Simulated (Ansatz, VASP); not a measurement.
BaTe: VASP beside Ansatz

The input INCAR:

```
SYSTEM = BaTe
ALGO = Normal ; EDIFF = 1E-6
ENCUT = 500 ; GGA = PE
GGA_COMPAT = .False. ; ISIF = 2
ISMEAR = 0 ; LASPH = .True.
LCHARG = .False. ; LREAL = .False.
LWAVE = .False. ; NBANDS = 15
NELM = 120 ; PREC = Accurate
SIGMA = 0.1
```

Contents of KPOINTS:

```
k-points
0
Gamma
  6 6 4
  0 0 0
```

Contents of POSCAR:

```
BaTe
1.0
    4.0877338100      0.0000000000      0.0000000000
   -2.0438669000      3.5400813200      0.0000000000
    0.0000000000      0.0000000000      4.7200733000
Ba Te
1 1
Direct
    0.3333333300      0.6666666700      0.0000000000
    0.6666666700      0.3333333300      0.5000000000
```

Input for Ansatz:

```yaml
crystal:
  lattice:
    - [4.08773381, 0.0, 0.0]
    - [-2.0438669, 3.54008132, 0.0]
    - [0.0, 0.0, 4.7200733]
  atoms:
    - { symbol: Ba, position: [0.33333333, 0.66666667, 0.0] }
    - { symbol: Te, position: [0.66666667, 0.33333333, 0.5] }
basis:
  ecutwfc: 420
kpoints:
  mp_grid: { grid: [6, 6, 4] }
hamiltonian:
  xc: pbe
scf:
  occupations: { method: gaussian, width: 0.1 }
  lower_state_search: "off"
output:
  forces: true
  stress: true
  eigenvalues: true
```

Alike in both runs: task single point; functional PBE; k mesh 6 × 6 × 4; occupations gaussian, width 0.1 eV; no spin polarisation.

|  | VASP | Ansatz |
| --- | --- | --- |
| version | VASP 6.6.1 | Ansatz 0.2.0 |
| potentials or method | VASP PAW PBE potentials, release 64 (Ba_sv, Te), cutoff 500 eV | scalar-relativistic, plane waves, PAW |
| valence electrons in the cell | 16 | 26 |

```csv
,VASP,Ansatz,Ansatz less VASP
pressure (GPa),9.4,8.7,-0.77
"traceless stress, the component that is largest in VASP (GPa)",-7.12,-7.32,-0.202
```

With one functional, cell and mesh, what is left measures potentials, basis and numerics. VASP's potentials hold 16 valence electrons a cell and Ansatz's 26, so a difference there can come from the potentials and not from the codes.

Neither program's run includes spin-orbit coupling.
